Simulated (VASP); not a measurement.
# Ir (I4/mmm) in VASP: a series of runs

The runs below take Ir through single point, with PBE.

Everything below comes from runs of VASP 6.6.1. Logs are shortened: lines on timing, memory, paths and dates and some standing lists are left out, and cuts for length are marked.

## (1) The cell of the first run

It takes space group I4/mmm (No. 139, tetragonal). Conventional cell: a = 2.877 Å, b = 2.877 Å, c = 3.671 Å, α = 90.00°, β = 90.00°, γ = 90.00°. Ir (site symmetry 4/mmm) has 14 Ir at 2.74 to 3.67 Å within 3.7 Å.

## (2) Single point, PBE (15.19 Å³/atom)

INCAR reads:

```
SYSTEM = Ir
PREC     = Accurate       ! precision mode
ENCUT    = 520            ! plane-wave cutoff, eV
EDIFF    = 1E-6           ! SCF threshold, eV
ISMEAR   = 0              ! smearing method
SIGMA    = 0.15           ! smearing width, eV
LREAL    = .False.        ! projectors in reciprocal space
LASPH    = .True.         ! aspherical terms in the spheres
NELM     = 100            ! most SCF steps
ALGO     = Normal         ! electronic algorithm
ISIF     = 2              ! what is computed and relaxed
LWAVE    = .False.        ! write WAVECAR
LCHARG   = .True.         ! write CHGCAR
GGA      = PE             ! functional
LELF     = .True.         ! ELF
LVHAR    = .True.       
NBANDS   = 10             ! bands
```

KPOINTS reads:

```
Automatic mesh
0
Gamma
  22 22 22
  0 0 0
```

POSCAR reads:

```
Ir
1.0
    0.0000000000      2.0342687072      1.8353172277
    2.0342687072      0.0000000000      1.8353172277
    2.0342687072      2.0342687072      0.0000000000
Ir
1
Direct
    0.0000000000      0.0000000000      0.0000000000
```

Potentials or basis: VASP PAW PBE potentials, release 64 (Ir).

Started as:

```bash
cat potpaw_PBE.64/Ir/POTCAR > POTCAR
mpirun -np 1 vasp_std > vasp.out
```

OUTCAR:

```text
SYSTEM = Ir
   PREC = Accurate
   ENCUT = 520
   EDIFF = 1E-6
   ISMEAR = 0
   LREAL = .False.
   LASPH = .True.
   NELM = 100
   ISIF = 2
   GGA = PE

 ion  position               nearest neighbor table
   1  0.000  0.000  0.000-

  LATTYP: Found a body centered tetragonal cell.
 ALAT       =     2.8768903952
 C/A-ratio  =     1.2759034760

  Lattice vectors:

 A1 = (   0.0000000000,  -2.0342687072,  -1.8353172277)
 A2 = (   0.0000000000,   2.0342687072,  -1.8353172277)
 A3 = (   2.0342687072,   0.0000000000,   1.8353172277)

Analysis of symmetry for initial positions (statically):
=====================================================================
 Subroutine PRICEL returns:
 Original cell was already a primitive cell.

 Routine SETGRP: Setting up the symmetry group for a
 body centered tetragonal supercell.

 Subroutine GETGRP returns: Found 16 space group operations
 (whereof 16 operations were pure point group operations)
 out of a pool of 16 trial point group operations.

The static configuration has the point symmetry D_4h.

Analysis of symmetry for dynamics (positions and initial velocities):
=====================================================================
 Subroutine PRICEL returns:
 Original cell was already a primitive cell.

 Routine SETGRP: Setting up the symmetry group for a
 body centered tetragonal supercell.

 Subroutine GETGRP returns: Found 16 space group operations
 (whereof 16 operations were pure point group operations)
 out of a pool of 16 trial point group operations.

The dynamic configuration has the point symmetry D_4h.

 Subroutine INISYM returns: Found 16 space group operations
 (whereof 16 operations are pure point group operations),
 and found     1 'primitive' translations

----------------------------------------------------------------------------------------

                                     Primitive cell

  volume of cell :      15.1900

  direct lattice vectors                    reciprocal lattice vectors
     0.000000000  2.034268707  1.835317228    -0.245788572  0.245788572  0.272432467
     2.034268707  0.000000000  1.835317228     0.245788572 -0.245788572  0.272432467
     2.034268707  2.034268707  0.000000000     0.245788572  0.245788572 -0.272432467

  length of vectors
     2.739824538  2.739824538  2.876890395     0.441637287  0.441637287  0.441637287

  position of ions in fractional coordinates (direct lattice)
     0.000000000  0.000000000  0.000000000

  ion indices of the primitive-cell ions
   primitive index   ion index
                 1           1

----------------------------------------------------------------------------------------

 KPOINTS: Automatic mesh

Automatic generation of k-mesh.
 Grid dimensions read from file:
 generate k-points for:   22   22   22

 Generating k-lattice:

  Cartesian coordinates                     Fractional coordinates (reciprocal lattice)
    -0.011172208  0.011172208  0.012383294     0.045454545  0.000000000  0.000000000
     0.011172208 -0.011172208  0.012383294     0.000000000  0.045454545  0.000000000
     0.011172208  0.011172208 -0.012383294     0.000000000  0.000000000  0.045454545

  Length of vectors
     0.020074422  0.020074422  0.020074422

  Shift w.r.t. Gamma in fractional coordinates (k-lattice)
     0.000000000  0.000000000  0.000000000

 Subroutine IBZKPT returns following result:
 ===========================================

 Found    834 irreducible k-points:

 Following reciprocal coordinates:
            Coordinates               Weight
  0.000000  0.000000  0.000000      1.000000
  0.045455  0.000000  0.000000      8.000000
  0.090909  0.000000  0.000000      8.000000
  0.136364 -0.000000  0.000000      8.000000
  0.181818  0.000000  0.000000      8.000000
  0.227273  0.000000  0.000000      8.000000
[... 16 lines left out ...]
  0.500000  0.045455  0.000000      8.000000
 -0.454545  0.045455  0.000000      8.000000
 [... further k-points ...]
   k-points           NKPTS =    834   k-points in BZ     NKDIM =    834   number of bands    NBANDS=     10
   number of dos      NEDOS =    301   number of ions     NIONS =      1
   total plane-waves  NPLWV =   9600
   dimension x,y,z NGX =    20 NGY =   20 NGZ =   24
   dimension x,y,z NGXF=    40 NGYF=   40 NGZF=   48
   ions per type =               1
   NGX,Y,Z   is equivalent  to a cutoff of  12.14, 12.14, 13.87 a.u.
   NGXF,Y,Z  is equivalent  to a cutoff of  24.27, 24.27, 27.74 a.u.
 SYSTEM =  Ir
   PREC   = accura    normal or accurate (medium, high low for compatibility)
   ISTART =      0    job   : 0-new  1-cont  2-samecut
   ICHARG =      2    charge: 1-file 2-atom 10-const
   ISPIN  =      1    spin polarized calculation?
   LNONCOLLINEAR =      F non collinear calculations
   LSORBIT =      F    spin-orbit coupling
   LASPH  =      T    aspherical Exc in radial PAW
   ENCUT  =  520.0 eV  38.22 Ry    6.18 a.u.   5.09  5.09  5.35*2*pi/ulx,y,z
   NELM   =    100;   NELMIN=  2; NELMDL= -5     # of ELM steps
   EDIFF  = 0.1E-05   stopping-criterion for ELM
   LREAL  =      F    real-space projection
   EDIFFG = 0.1E-04   stopping-criterion for IOM
   NSW    =      0    number of steps for IOM
   IBRION =     -1    ionic relax: 0-MD 1-quasi-New 2-CG
   NFREE  =      0    steps in history (QN), initial steepest desc. (CG)
   ISIF   =      2    stress and relaxation
   ISYM   =      2    0-nonsym 1-usesym 2-fastsym
   POTIM  = 0.5000    time-step for ionic-motion
   TEBEG  =    0.0;   TEEND  =   0.0 temperature during run
   PSTRESS=    0.0 pullay stress
   NELECT =       9.0000    total number of electrons
   NUPDOWN=      -1.0000    fix difference up-down
   EMIN   =  10.00;   EMAX   =-10.00  energy-range for DOS
   EFERMI =   0.00;   METHOD = LEGACY
   ISMEAR =     0;   SIGMA  =   0.15  broadening in eV -4-tet -1-fermi 0-gaus
   EFERMI_NEDOS =   21; number of points for ismear=-14 and -15
   IALGO  =     38    algorithm
   IMIX   =      4    mixing-type and parameters
     AMIX     =   0.40;   BMIX     =  1.00
     AMIX_MAG =   1.60;   BMIX_MAG =  1.00
  volume/ion in A,a.u.               =      15.19       102.51
  Fermi-wavevector in a.u.,A,eV,Ry     =   1.375001  2.598375 25.723560  1.890628
  Thomas-Fermi vector in A             =   2.500377
   LORBIT       =      0    0 simple, 1 ext, 2 COOP (PROOUT), +10 PAW based schemes
   GGA     = PE    functional components
   LHFCALC =     F    Hartree Fock is set to
   AEXX    =    0.0000 exact exchange contribution
   IVDW    =     0    specifies the selected vdW correction
   LEPSILON=     F    determine dielectric tensor
   LRPA    =     F    only Hartree local field effects (RPA)
 non-spin polarized calculation
 Gauss-broadening in eV      SIGMA  =   0.15
  energy-cutoff  :      520.00
  volume of cell :       15.19
 maximum number of plane-waves:       429
   NGX = 11   NGY = 11   NGZ = 11

 number of electron       9.0000000 magnetization

 Free energy of the ion-electron system (eV)
  ---------------------------------------------------
  ext. energy  EPLUGINS =         0.00000000
  ---------------------------------------------------
  free energy    TOTEN  =        -8.72613894 eV

  energy without entropy =       -8.71228965  energy(sigma->0) =       -8.71921429

 E-fermi :   9.1647     XC(G=0): -13.5642

 val. band max:        9.1626048228   @ k =   0.3636   0.0000   0.1364
 cond. band min:       9.1647081243   @ k =  -0.1364   0.0455   0.1818
 fundamental gap:      0.0021033015
 Fermi energy:         9.1646750402

 k-point     1 :       0.0000    0.0000    0.0000
  band No.  band energies     occupation
      1      -1.1524      2.00000
      2       5.4337      2.00000
      3       5.4337      2.00000
      4       6.5475      2.00000
      5       7.3305      2.00000
      6       8.7740      1.99977
      7      23.8419      0.00000
      8      27.8689      0.00000
      9      27.8689      0.00000
     10      30.9973      0.00000

 k-point     2 :       0.0455    0.0000    0.0000
  band No.  band energies     occupation
      1      -1.0663      2.00000
      2       5.4275      2.00000
      3       5.4689      2.00000
      4       6.5428      2.00000
      5       7.3218      2.00000
      6       8.7412      1.99993
      7      23.9826      0.00000
      8      27.7026      0.00000
      9      28.0015      0.00000
     10      30.6803      0.00000

 k-point     3 :       0.0909    0.0000    0.0000
  band No.  band energies     occupation
      1      -0.8133      2.00000
      2       5.3978      2.00000
      3       5.5596      2.00000
      4       6.5459      2.00000
      5       7.3136      2.00000
      6       8.6536      2.00000
      7      24.3776      0.00000
      8      27.0769      0.00000
      9      28.3917      0.00000
     10      30.4929      0.00000

 k-point     4 :       0.1364   -0.0000    0.0000
  band No.  band energies     occupation
      1      -0.4107      2.00000
      2       5.3307      2.00000
      3       5.6586      2.00000
      4       6.5868      2.00000
      5       7.3594      2.00000
      6       8.5426      2.00000
      7      24.9368      0.00000
      8      26.0375      0.00000
      9      29.0175      0.00000
     10      30.8402      0.00000
[... 222 lines left out ...]
 k-point    22 :       0.4545    0.0455    0.0000
  band No.  band energies     occupation
      1       1.9277      2.00000
      2       5.1378      2.00000
      3       6.3265      2.00000
      4       7.6872      2.00000
      5       9.9166      0.00000
      6      10.2671      0.00000
      7      16.5573      0.00000
      8      23.3365      0.00000
      9      27.5072      0.00000
     10      29.9632      0.00000

 k-point    23 :       0.5000    0.0455    0.0000
  band No.  band energies     occupation
      1       1.9267      2.00000
      2       5.0961      2.00000
      3       6.2657      2.00000
      4       8.1420      2.00000
      5      10.1694      0.00000
      6      10.3564      0.00000
      7      15.8776      0.00000
      8      23.1741      0.00000
      9      27.3479      0.00000
     10      29.5005      0.00000

 k-point    24 :      -0.4545    0.0455    0.0000
  band No.  band energies     occupation
      1       1.9270      2.00000
      2       5.1035      2.00000
      3       6.2478      2.00000
      4       8.1273      2.00000
      5      10.0671      0.00000
      6      10.2097      0.00000
      7      16.1276      0.00000
      8      23.2138      0.00000
      9      27.6528      0.00000
     10      29.3761      0.00000

 [... further k-points ...]

------------------------ aborting loop because EDIFF is reached ----------------------------------------

  FORCE on cell =-STRESS in cart. coord.  units (eV):
  Direction    XX          YY          ZZ          XY          YZ          ZX
  --------------------------------------------------------------------------------------
  -------------------------------------------------------------------------------------
  Total       -2.0343368     -2.0343368      0.6507604      0.0000000      0.0000000      0.0000000
  in kB     -214.5732951   -214.5732951     68.6394705      0.0000000      0.0000000      0.0000000
  external PRESSURE =    -120.1690399 kB  Pullay stress =       0.0000000 kB

 VOLUME and BASIS-vectors are now :
 -----------------------------------------------------------------------------
  energy-cutoff  :      520.00
  volume of cell :       15.19
      direct lattice vectors                 reciprocal lattice vectors
     0.000000000  2.034268707  1.835317228    -0.245788572  0.245788572  0.272432467
     2.034268707  0.000000000  1.835317228     0.245788572 -0.245788572  0.272432467
     2.034268707  2.034268707  0.000000000     0.245788572  0.245788572 -0.272432467

 POSITION                                       TOTAL-FORCE (eV/Angst)
 -----------------------------------------------------------------------------------
      0.00000      0.00000      0.00000        -0.000000      0.000000      0.000000
 -----------------------------------------------------------------------------------
    total drift:                                0.000000     -0.000000     -0.000000

  FREE ENERGIE OF THE ION-ELECTRON SYSTEM (eV)
  ---------------------------------------------------
  free  energy   TOTEN  =        -8.7261389388 eV

  energy  without entropy=       -8.7122896469  energy(sigma->0) =       -8.71921429
```

Wall time 2.2 min (1 thread of Intel Xeon 8259CL, shared host); peak memory 0.25 GiB.

What came out:

- Free energy: -8.7261 eV
- Pressure: -12.0 GPa
- Band gap on the k mesh: zero (an odd number of electrons rules out a gap without spin polarisation)

Stress tensor (GPa, compression positive):
```
-21.46   0.00   0.00
  0.00 -21.46   0.00
  0.00   0.00   6.86
```

Caveat: the stress differs along the axes, from -21 to 7 GPa; spin-orbit coupling is left out, which moves the levels of the heavy elements.

[end of part 1 of 2]
